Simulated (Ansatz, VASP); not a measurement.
# Two plane-wave programs on AlN

The input POSCAR:

```
AlN
1.0
    0.0000000000      2.0453389041      2.0453389041
    2.0453389041      0.0000000000      2.0453389041
    2.0453389041      2.0453389041      0.0000000000
Al N
1 1
Direct
    0.5000000000      0.5000000000      0.5000000000
    0.0000000000      0.0000000000      0.0000000000
```

The input INCAR.step1:

```
SYSTEM = AlN
PREC     = Accurate       ! precision mode
ENCUT    = 520            ! plane-wave cutoff, eV
ISMEAR   = 0              ! smearing method
SIGMA    = 0.05           ! smearing width, eV
LREAL    = .FALSE.        ! projectors in reciprocal space
LASPH    = .TRUE.         ! aspherical terms in the spheres
NELM     = 60             ! most SCF steps
NBANDS   = 11             ! bands
GGA      = PE             ! functional
ALGO     = Normal         ! electronic algorithm
EDIFF    = 1E-4           ! SCF threshold, eV
LWAVE    = .TRUE.         ! write WAVECAR
LCHARG   = .FALSE.        ! write CHGCAR
```

Contents of INCAR.step2:

```
SYSTEM = AlN
PREC     = Accurate       ! precision mode
ENCUT    = 520            ! plane-wave cutoff, eV
EDIFF    = 1E-6           ! SCF threshold, eV
ISMEAR   = 0              ! smearing method
SIGMA    = 0.05           ! smearing width, eV
LREAL    = .FALSE.        ! projectors in reciprocal space
LASPH    = .TRUE.         ! aspherical terms in the spheres
NELM     = 60             ! most SCF steps
ALGO     = Normal         ! electronic algorithm
ISIF     = 2              ! what is computed and relaxed
LWAVE    = .FALSE.        ! write WAVECAR
LCHARG   = .FALSE.        ! write CHGCAR
METAGGA  = R2SCAN         ! meta-GGA
LMIXTAU  = .TRUE.       
NBANDS   = 11             ! bands
ISTART   = 1
```

The input KPOINTS:

```
regular mesh
0
G
  8 8 8
  0 0 0
```

Input for Ansatz:

```yaml
crystal:
  lattice:
    - [0.0, 2.0453389041, 2.0453389041]
    - [2.0453389041, 0.0, 2.0453389041]
    - [2.0453389041, 2.0453389041, 0.0]
  atoms:
    - { symbol: Al, position: [0.5, 0.5, 0.5] }
    - { symbol: "N", position: [0.0, 0.0, 0.0] }
basis:
  ecutwfc: 500
  ecutrho_ratio: 4
kpoints:
  mp_grid: { grid: [8, 8, 8] }
hamiltonian:
  xc: r2scan
scf:
  occupations: { method: gaussian, width: 0.05 }
output:
  forces: true
  stress: true
  eigenvalues: true
```

Alike in both runs: task single point; functional r2SCAN; k mesh 8 × 8 × 8; occupations gaussian, width 0.05 eV; no spin polarisation.

|  | VASP | Ansatz |
| --- | --- | --- |
| version | VASP 6.6.1 | Ansatz 0.2.0 |
| potentials or method | VASP PAW PBE potentials, release 64 (Al, N), cutoff 520 eV | scalar-relativistic, plane waves, PAW |
| valence electrons in the cell | 8 | 8 |

Ansatz gave:

| Property | Result |
| --- | --- |
| gap on the k mesh at the Fermi level (eV) | 5.13 |
| least direct gap on the mesh (eV) | 5.95 |
| pressure (GPa) | -10.0 |

**Question.** Estimate VASP's values.

**Answer.** gap on the k mesh at the Fermi level (eV): 5.13; least direct gap on the mesh (eV): 6.00; pressure (GPa): -10.7.

VASP's potentials were made for PBE, not for r2SCAN.
